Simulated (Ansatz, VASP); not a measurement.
## GaSb: VASP beside Ansatz

```
CELL_PARAMETERS angstrom
0.00000 3.10375 3.10375
3.10375 0.00000 3.10375
3.10375 3.10375 0.00000
ATOMIC_POSITIONS crystal
Ga 0.00000 0.00000 0.00000
Sb 0.25000 0.25000 0.25000
```

Change from the starting cell: species swapped into the GaP type (F-43m, No. 216).

Alike in both runs: functional PBE; k mesh 6 × 6 × 6; occupations gaussian, width 0.2 eV; no spin polarisation.

Ansatz relaxed the structure, and its values are those at the end. VASP's run is a single point on that final structure, the one shown.

|  | VASP | Ansatz |
| --- | --- | --- |
| version | VASP 6.6.1 | Ansatz 0.2.0 |
| potentials or method | VASP PAW PBE potentials, release 64 (Ga_d, Sb), cutoff 520 eV | scalar-relativistic, plane waves, PAW |
| valence electrons in the cell | 18 | 28 |

VASP gave:

| Quantity | Value |
| --- | --- |
| gap on the k mesh at the Fermi level (eV) | none |
| pressure (GPa) | 0.3 |

Problem. What did Ansatz give for the same quantities?

Solution. gap on the k mesh at the Fermi level (eV): none; pressure (GPa): 0.2.

A gap of «none» marks a metal or a gap that the smearing closes. VASP's potentials hold 18 valence electrons a cell and Ansatz's 28, so a difference there can come from the potentials and not from the codes.

Neither program's run includes spin-orbit coupling.
